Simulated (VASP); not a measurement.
Set up this calculation in VASP 6.6.1, as the native input.

```yaml
Task: relaxation of shape and atoms at fixed volume
Functional: r2SCAN
Potentials_or_basis: VASP PAW PBE potentials, release 64 (Mo_sv, P)
Cutoff: 550 eV
k_mesh: 18 × 18 × 14
Occupations: gaussian, width 0.1 eV
Spin: no spin polarisation
Dipole_correction: no
Further_INCAR_settings: ALGO = Normal; EDIFF = 1e-07; IBRION = 2; EDIFFG = -0.01; NSW = 50; ISIF = 4
```

The system is MoP.

```
Mo P
1.0
     3.30457    0.00000    0.00000
    -1.65228    2.86184    0.00000
     0.00000    0.00000    3.23190
Mo P
1 1
Direct
  0.00000 0.00000 0.00000
  0.33333 0.66667 0.50000
```

One way to write it, as run:

POSCAR

```
MoP
1.0
    3.3045690895      0.0000000000      0.0000000000
   -1.6522845447      2.8618407801      0.0000000000
    0.0000000000      0.0000000000      3.2319033587
Mo P
1 1
Direct
    0.0000000000      0.0000000000      0.0000000000
    0.3333333333      0.6666666667      0.5000000000
```

INCAR.step1

```
  ALGO = Normal
  EDIFF = 1E-5
  EDIFFG = -0.005
  ENCUT = 550
  GGA = PE
  GGA_COMPAT = False
  IBRION = 2
  ISIF = 3
  ISMEAR = 0
  LASPH = True
  LCHARG = False
  LREAL = False
  LWAVE = True
  NELM = 120
  NELMIN = 4
  NSW = 100
  PREC = Accurate
  SIGMA = 0.1
```

INCAR.step2

```
  ALGO = Normal
  EDIFF = 1E-7
  EDIFFG = -0.01
  ENCUT = 550
  GGA_COMPAT = False
  IBRION = 2
  ISIF = 4
  ISMEAR = 0
  ISTART = 1
  LASPH = True
  LCHARG = False
  LMIXTAU = True
  LREAL = False
  LWAVE = False
  METAGGA = R2SCAN
  NELM = 120
  NELMIN = 4
  NSW = 50
  PREC = Accurate
  SIGMA = 0.1
```

KPOINTS

```
k-points
0
Gamma
  18 18 14
```

Potentials or basis: VASP PAW PBE potentials, release 64 (Mo_sv, P).

Launch:

```console
$ cat potpaw_PBE.64/Mo_sv/POTCAR potpaw_PBE.64/P/POTCAR > POTCAR
$ cp INCAR.step1 INCAR
$ mpirun -np 1 vasp_std > vasp.out
$ cp INCAR.step2 INCAR
$ mpirun -np 1 vasp_std > vasp.out
```

Results of the run:

| Property | Result |
| --- | --- |
| Energy gained by relaxing | 0.2 meV/atom |
| Ionic steps | 3 |
| Pressure after relaxing | -11.3 GPa |
| Band gap on the k mesh | zero (an odd number of electrons rules out a gap without spin polarisation) |

Caveat: the PAW data sets were made with another functional, which shifts forces and pressure a little; an odd number of electrons without spin polarisation forces a metal; a magnetic or distorted state may lie lower.

Wall time 12 min on 1 thread of Intel(R) Xeon(R) 6975P-C (Granite Rapids), on a shared host, peak memory 0.27 GiB.
